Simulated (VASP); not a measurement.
Here is a VASP 6.6.1 calculation.

The input POSCAR:

```
Pb
1.0
    3.4566435916      0.0000000000      0.0000000000
   -1.7283217958      2.9935411621      0.0000000000
    0.0000000000      0.0000000000      5.5524820910
Pb
2
Direct
    0.6666666667      0.3333333333      0.7500000000
    0.3333333333      0.6666666667      0.2500000000
```

INCAR.step1

```
ALGO = Normal
EDIFF = 1E-4
ENCUT = 520
GGA = PE
ISMEAR = -1
LASPH = True
LCHARG = False
LREAL = False
LWAVE = True
NBANDS = 21
NELM = 60
PREC = Accurate
SIGMA = 0.05
```

File INCAR.step2:

```
ALGO = Normal
EDIFF = 1E-6
ENCUT = 520
ISIF = 2
ISMEAR = -1
ISTART = 1
LASPH = True
LCHARG = True
LELF = True
LMIXTAU = True
LREAL = False
LVHAR = True
LWAVE = False
METAGGA = R2SCAN
NBANDS = 21
NELM = 60
PREC = Accurate
SIGMA = 0.05
```

File KPOINTS:

```
k-points
0
Gamma
  9 9 5
```

Potentials or basis: VASP PAW PBE potentials, release 64 (Pb_d).

The run is started by

```sh
$ cat potpaw_PBE.64/Pb_d/POTCAR > POTCAR
$ cp INCAR.step1 INCAR
$ mpirun -np 1 vasp_std > vasp.out
$ cp INCAR.step2 INCAR
$ mpirun -np 1 vasp_std > vasp.out
```

(1) Predict the pressure.

(2) Estimate the band gap on the k mesh.

Results:

(1) 4.1 GPa.

(2) zero (band 14 reaches 13.92 eV, above the bottom of band 15 at 5.70 eV).

Caveat: the PAW data sets were made with another functional, which shifts forces and pressure a little; spin-orbit coupling is left out, which moves the levels of the heavy elements.
